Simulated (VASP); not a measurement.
# Hg (P6/mmm) in VASP: a series of runs

The runs below take Hg through electric field gradients, single point, with PBE.

All numbers are computed with VASP 6.6.1; they aren't measurements. Logs are shortened: lines on timing, memory, paths and dates and some standing lists are left out, and cuts for length are marked.

## 1. The cell of the first run

It takes space group P6/mmm (No. 191, hexagonal). The conventional cell has a = 4.540 Å, b = 4.540 Å, c = 3.870 Å, α = 90.00°, β = 90.00°, γ = 120.00°. Within 3.5 Å of Hg (site symmetry -6m2) lie 9 Hg at 2.62 to 3.26 Å. Hg (site symmetry 6/mmm) has 14 Hg at 3.26 to 3.87 Å within 4.3 Å.

## 2. Electric field gradients, PBE

INCAR

```
SYSTEM = Hg
ALGO = Normal ; EDIFF = 1E-8
ENCUT = 520 ; GGA = PE
ISIF = 2 ; ISMEAR = -1
LASPH = .TRUE. ; LCHARG = .FALSE.
LEFG = .TRUE. ; LREAL = .FALSE.
LWAVE = .FALSE. ; NBANDS = 25
NELM = 80 ; PREC = Accurate
SIGMA = 0.08
```

KPOINTS

```
k-points
0
G
  10 10 11
  0 0 0
```

POSCAR

```
Hg
1.0
    4.5400020208      0.0000000000      0.0000000000
   -2.2700010104      3.9317570832      0.0000000000
    0.0000000000      0.0000000000      3.8700000000
Hg
3
Direct
    0.3333333333      0.6666666667      0.5000000000
    0.0000000000      0.0000000000      0.0000000000
    0.6666666667      0.3333333333      0.5000000000
```

Potentials or basis: VASP PAW PBE potentials, release 64 (Hg).

Started as:

```bash
cat potpaw_PBE.64/Hg/POTCAR > POTCAR
mpirun -np 1 vasp_std > vasp.out
```

OUTCAR:

```text
SYSTEM = Hg
   EDIFF = 1E-8
   ENCUT = 520
   GGA = PE
   ISIF = 2
   ISMEAR = -1
   LASPH = .TRUE.
   LREAL = .FALSE.
   NELM = 80
   PREC = Accurate

 ion  position               nearest neighbor table
   1  0.333  0.667  0.500-   3 2.62   3 2.62   3 2.62   2 3.26   2 3.26   2 3.26   2 3.26   2 3.26
                             2 3.26
   2  0.000  0.000  0.000-   1 3.26   3 3.26   1 3.26   3 3.26   1 3.26   1 3.26   3 3.26   3 3.26
                             3 3.26   3 3.26   1 3.26   1 3.26
   3  0.667  0.333  0.500-   1 2.62   1 2.62   1 2.62   2 3.26   2 3.26   2 3.26   2 3.26   2 3.26
                             2 3.26

  LATTYP: Found a hexagonal cell.
 ALAT       =     4.5400020208
 C/A-ratio  =     0.8524225281

  Lattice vectors:

 A1 = (   4.5400020208,   0.0000000000,   0.0000000000)
 A2 = (  -2.2700010104,   3.9317570832,   0.0000000000)
 A3 = (   0.0000000000,   0.0000000000,   3.8700000000)

Analysis of symmetry for initial positions (statically):
=====================================================================
 Subroutine PRICEL returns:
 Original cell was already a primitive cell.

 Routine SETGRP: Setting up the symmetry group for a
 hexagonal supercell.

 Subroutine GETGRP returns: Found 24 space group operations
 (whereof 24 operations were pure point group operations)
 out of a pool of 24 trial point group operations.

The static configuration has the point symmetry D_6h.

Analysis of symmetry for dynamics (positions and initial velocities):
=====================================================================
 Subroutine PRICEL returns:
 Original cell was already a primitive cell.

 Routine SETGRP: Setting up the symmetry group for a
 hexagonal supercell.

 Subroutine GETGRP returns: Found 24 space group operations
 (whereof 24 operations were pure point group operations)
 out of a pool of 24 trial point group operations.

The dynamic configuration has the point symmetry D_6h.

 Subroutine INISYM returns: Found 24 space group operations
 (whereof 24 operations are pure point group operations),
 and found     1 'primitive' translations

----------------------------------------------------------------------------------------

                                     Primitive cell

  volume of cell :      69.0802

  direct lattice vectors                    reciprocal lattice vectors
     4.540002021  0.000000000  0.000000000     0.220264219  0.127169606  0.000000000
    -2.270001010  3.931757083  0.000000000     0.000000000  0.254339212  0.000000000
     0.000000000  0.000000000  3.870000000     0.000000000  0.000000000  0.258397933

  length of vectors
     4.540002021  4.540002021  3.870000000     0.254339212  0.254339212  0.258397933

  position of ions in fractional coordinates (direct lattice)
     0.333333333  0.666666667  0.500000000
     0.000000000  0.000000000  0.000000000
     0.666666667  0.333333333  0.500000000

  ion indices of the primitive-cell ions
   primitive index   ion index
                 1           1
                 2           2
                 3           3

----------------------------------------------------------------------------------------

 KPOINTS: k-points

Automatic generation of k-mesh.
 Grid dimensions read from file:
 generate k-points for:   10   10   11

 Generating k-lattice:

  Cartesian coordinates                     Fractional coordinates (reciprocal lattice)
     0.022026422  0.012716961  0.000000000     0.100000000  0.000000000  0.000000000
     0.000000000  0.025433921  0.000000000     0.000000000  0.100000000  0.000000000
     0.000000000  0.000000000  0.023490721     0.000000000  0.000000000  0.090909091

  Length of vectors
     0.025433921  0.025433921  0.023490721

  Shift w.r.t. Gamma in fractional coordinates (k-lattice)
     0.000000000  0.000000000  0.000000000

 Subroutine IBZKPT returns following result:
 ===========================================

 Found     84 irreducible k-points:

 Following reciprocal coordinates:
            Coordinates               Weight
  0.000000  0.000000  0.000000      1.000000
  0.100000  0.000000  0.000000      6.000000
  0.200000  0.000000  0.000000      6.000000
  0.300000  0.000000  0.000000      6.000000
  0.400000  0.000000  0.000000      6.000000
  0.500000  0.000000  0.000000      3.000000
[... 16 lines left out ...]
  0.300000  0.100000  0.090909     24.000000
  0.400000  0.100000  0.090909     24.000000
 [... further k-points ...]
   k-points           NKPTS =     84   k-points in BZ     NKDIM =     84   number of bands    NBANDS=     25
   number of dos      NEDOS =    301   number of ions     NIONS =      3
   total plane-waves  NPLWV =  38880
   dimension x,y,z NGX =    36 NGY =   36 NGZ =   30
   dimension x,y,z NGXF=    72 NGYF=   72 NGZF=   60
   ions per type =               3
   NGX,Y,Z   is equivalent  to a cutoff of  13.18, 13.18, 12.89 a.u.
   NGXF,Y,Z  is equivalent  to a cutoff of  26.36, 26.36, 25.77 a.u.
 SYSTEM =  Hg
   PREC   = accura    normal or accurate (medium, high low for compatibility)
   ISTART =      0    job   : 0-new  1-cont  2-samecut
   ICHARG =      2    charge: 1-file 2-atom 10-const
   ISPIN  =      1    spin polarized calculation?
   LNONCOLLINEAR =      F non collinear calculations
   LSORBIT =      F    spin-orbit coupling
   LASPH  =      T    aspherical Exc in radial PAW
   ENCUT  =  520.0 eV  38.22 Ry    6.18 a.u.   8.44  8.44  7.20*2*pi/ulx,y,z
   NELM   =     80;   NELMIN=  2; NELMDL= -5     # of ELM steps
   EDIFF  = 0.1E-07   stopping-criterion for ELM
   LREAL  =      F    real-space projection
   EDIFFG = 0.1E-06   stopping-criterion for IOM
   NSW    =      0    number of steps for IOM
   IBRION =     -1    ionic relax: 0-MD 1-quasi-New 2-CG
   NFREE  =      0    steps in history (QN), initial steepest desc. (CG)
   ISIF   =      2    stress and relaxation
   ISYM   =      2    0-nonsym 1-usesym 2-fastsym
   POTIM  = 0.5000    time-step for ionic-motion
   TEBEG  =    0.0;   TEEND  =   0.0 temperature during run
   PSTRESS=    0.0 pullay stress
   NELECT =      36.0000    total number of electrons
   NUPDOWN=      -1.0000    fix difference up-down
   EMIN   =  10.00;   EMAX   =-10.00  energy-range for DOS
   EFERMI =   0.00;   METHOD = LEGACY
   ISMEAR =    -1;   SIGMA  =   0.08  broadening in eV -4-tet -1-fermi 0-gaus
   EFERMI_NEDOS =   21; number of points for ismear=-14 and -15
   IALGO  =     38    algorithm
   IMIX   =      4    mixing-type and parameters
     AMIX     =   0.40;   BMIX     =  1.00
     AMIX_MAG =   1.60;   BMIX_MAG =  1.00
  volume/ion in A,a.u.               =      23.03       155.39
  Fermi-wavevector in a.u.,A,eV,Ry     =   1.317421  2.489564 23.614230  1.735597
  Thomas-Fermi vector in A             =   2.447463
   LORBIT       =      0    0 simple, 1 ext, 2 COOP (PROOUT), +10 PAW based schemes
   GGA     = PE    functional components
   LHFCALC =     F    Hartree Fock is set to
   AEXX    =    0.0000 exact exchange contribution
   IVDW    =     0    specifies the selected vdW correction
   LEPSILON=     F    determine dielectric tensor
   LRPA    =     F    only Hartree local field effects (RPA)
 non-spin polarized calculation
  energy-cutoff  :      520.00
  volume of cell :       69.08
 maximum number of plane-waves:      1887
 NGX is ok and might be reduce to    36
   NGX = 17   NGY = 17   NGZ = 15

 number of electron      36.0000005 magnetization

 Free energy of the ion-electron system (eV)
  ---------------------------------------------------
  ext. energy  EPLUGINS =         0.00000000
  ---------------------------------------------------
  free energy    TOTEN  =         0.47184604 eV

  energy without entropy =        0.49269324  energy(sigma->0) =        0.48226964

 E-fermi :   3.2258     XC(G=0): -10.9211

 val. band max:        3.1795232620   @ k =   0.3000   0.3000   0.4545
 cond. band min:       3.2391792792   @ k =   0.4000   0.1000   0.3636
 fundamental gap:      0.0596560172
 Fermi energy:         3.2257716307

 k-point     1 :       0.0000    0.0000    0.0000
  band No.  band energies     occupation
      1      -6.8188      2.00000
      2      -5.1093      2.00000
      3      -4.8358      2.00000
      4      -4.8358      2.00000
      5      -4.6390      2.00000
      6      -4.6390      2.00000
[... 661 lines left out ...]
     24      12.5369      0.00000
     25      12.7939      0.00000

 [... further k-points ...]

------------------------ aborting loop because EDIFF is reached ----------------------------------------

  FORCE on cell =-STRESS in cart. coord.  units (eV):
  Direction    XX          YY          ZZ          XY          YZ          ZX
  --------------------------------------------------------------------------------------
  -------------------------------------------------------------------------------------
  Total        8.1045351      8.1045351      1.9821370      0.0000000     -0.0000000      0.0000000
  in kB      187.9684668    187.9684668     45.9717008      0.0000000     -0.0000000      0.0000000
  external PRESSURE =     140.6362114 kB  Pullay stress =       0.0000000 kB

 VOLUME and BASIS-vectors are now :
 -----------------------------------------------------------------------------
  energy-cutoff  :      520.00
  volume of cell :       69.08
      direct lattice vectors                 reciprocal lattice vectors
     4.540002021  0.000000000  0.000000000     0.220264219  0.127169606  0.000000000
    -2.270001010  3.931757083  0.000000000     0.000000000  0.254339212  0.000000000
     0.000000000  0.000000000  3.870000000     0.000000000  0.000000000  0.258397933

 POSITION                                       TOTAL-FORCE (eV/Angst)
 -----------------------------------------------------------------------------------
     -0.00000      2.62117      1.93500        -0.000000      0.000000     -0.000000
      0.00000      0.00000      0.00000        -0.000000      0.000000      0.000000
      2.27000      1.31059      1.93500         0.000000      0.000000      0.000000
 -----------------------------------------------------------------------------------
    total drift:                                0.000000     -0.000000     -0.000000

  FREE ENERGIE OF THE ION-ELECTRON SYSTEM (eV)
  ---------------------------------------------------
  free  energy   TOTEN  =         0.4718460357 eV

  energy  without entropy=        0.4926932425  energy(sigma->0) =        0.48226964

 Electric field gradients (V/A^2)
---------------------------------------------------------------------
 ion       V_xx      V_yy      V_zz      V_xy      V_xz      V_yz
---------------------------------------------------------------------
   1    -170.320  -170.319   340.639     0.001     0.000    -0.000
   2      -4.667    -4.666     9.333     0.001    -0.000     0.000
   3    -170.320  -170.319   340.639     0.001     0.000    -0.000
---------------------------------------------------------------------

 Electric field gradients after diagonalization (V/A^2)
 (convention: |V_zz| > |V_xx| > |V_yy|)
----------------------------------------------------------------------
 ion       V_xx      V_yy      V_zz     asymmetry (V_yy - V_xx)/ V_zz
----------------------------------------------------------------------
   1    -170.321  -170.319   340.639       0.000
   2      -4.667    -4.666     9.333       0.000
   3    -170.321  -170.319   340.639       0.000
----------------------------------------------------------------------

           NMR quadrupolar parameters

 Cq : quadrupolar parameter    Cq=e*Q*V_zz/h
 eta: asymmetry parameters     (V_yy - V_xx)/ V_zz
 Q  : nuclear electric quadrupole moment in mb (millibarn)
----------------------------------------------------------------------
 ion       Cq(MHz)       eta       Q (mb)
----------------------------------------------------------------------
   1       0.824       0.000       1.000
   2       0.023       0.000       1.000
   3       0.824       0.000       1.000
----------------------------------------------------------------------
```

It took 93 s on 1 thread of Intel Xeon Platinum 8488C (Sapphire Rapids), shared host; peak memory 0.26 GiB.

What came out:

```yaml
Free_energy: 0.4718 eV
Pressure: 14.1 GPa
Band_gap_on_the_k_mesh: zero (bands 18 and 19 overlap by 5.45 eV)
Largest_electric_field_gradient_by_atom: Hg +340.6, +9.3 (each value once) V/Å²
```

Stress tensor (GPa, compression positive):
```
18.80  0.00  0.00
 0.00 18.80  0.00
 0.00  0.00  4.60
```

Levels at points of the mesh, in eV from the Fermi level:
| k point | band 15 | band 16 | band 17 | band 18 | band 19 | band 20 | band 21 | band 22 |
| --- | --- | --- | --- | --- | --- | --- | --- | --- |
| (0.00, 0.00, 0.00) | -6.02 | -6.02 | 0.37 | 1.93 | 2.63 | 3.56 | 3.56 | 3.83 |
| (0.50, 0.00, 0.00) | -5.96 | -5.81 | -5.05 | -0.69 | 0.28 | 6.06 | 6.12 | 7.02 |

Electric field gradients, principal values (V/Å²):
| atom | least | middle | greatest (by size) |
| --- | --- | --- | --- |
| 1 Hg | -170.319 | -170.321 | 340.639 |
| 2 Hg | -4.666 | -4.667 | 9.333 |
| 3 Hg | -170.319 | -170.321 | 340.639 |

Caveat: the cell stands under pressure; without QUAD_EFG the Cq values of the log hold for a quadrupole moment of 1 mb, not for the nuclei; spin-orbit coupling is left out, which moves the levels of the heavy elements.

(Continued in part 2 of 2.)
